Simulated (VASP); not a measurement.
**ZnS: single point with LDA**

Crystal: ZnS.

```xyz
2
Lattice="2.6485 2.6485 0.0000 -2.6485 2.6485 0.0000 0.0000 2.6485 2.6485" Properties=species:S:1:pos:R:3 pbc="T T T"
Zn    1.3242    3.9727    1.3242
S     0.0000    0.0000    0.0000
```

| Item | Value |
| --- | --- |
| Program | VASP 6.6.1 |
| Task | single point |
| Functional | LDA |
| Potentials or basis | VASP PAW LDA potentials, release 64 (Zn, S) |
| Cutoff | 520 eV |
| k mesh | 12 × 12 × 12 |
| Occupations | fermi-dirac, width 0.08 eV |
| Spin | no spin polarisation |
| Dipole correction | no |
| Further INCAR settings | ALGO = Normal; EDIFF = 1e-06; NBANDS = 16 |

```json
{
  "Pressure": "0.2 GPa",
  "Band gap on the k mesh": "2.16 eV, direct"
}
```

Levels at points of the mesh, in eV from the valence-band top:
| k point | band 7 | band 8 | band 9 | band 10 | band 11 | band 12 |
| --- | --- | --- | --- | --- | --- | --- |
| (0.00, 0.00, 0.00) | 0.00 | 0.00 | 0.00 | 2.16 | 6.21 | 6.21 |
| (0.50, 0.00, 0.00) | -5.78 | -0.97 | -0.97 | 3.23 | 6.76 | 6.76 |
| (0.50, 0.50, 0.00) | -4.91 | -2.47 | -2.47 | 3.06 | 3.89 | 11.16 |

It took 17 s on 1 thread of Intel(R) Xeon(R) Platinum 8559C (Emerald Rapids) (shared host), peak memory 0.16 GiB.

A k mesh can miss the band edges. Expect the measured gap to be larger: semilocal functionals such as LDA lack the derivative discontinuity.
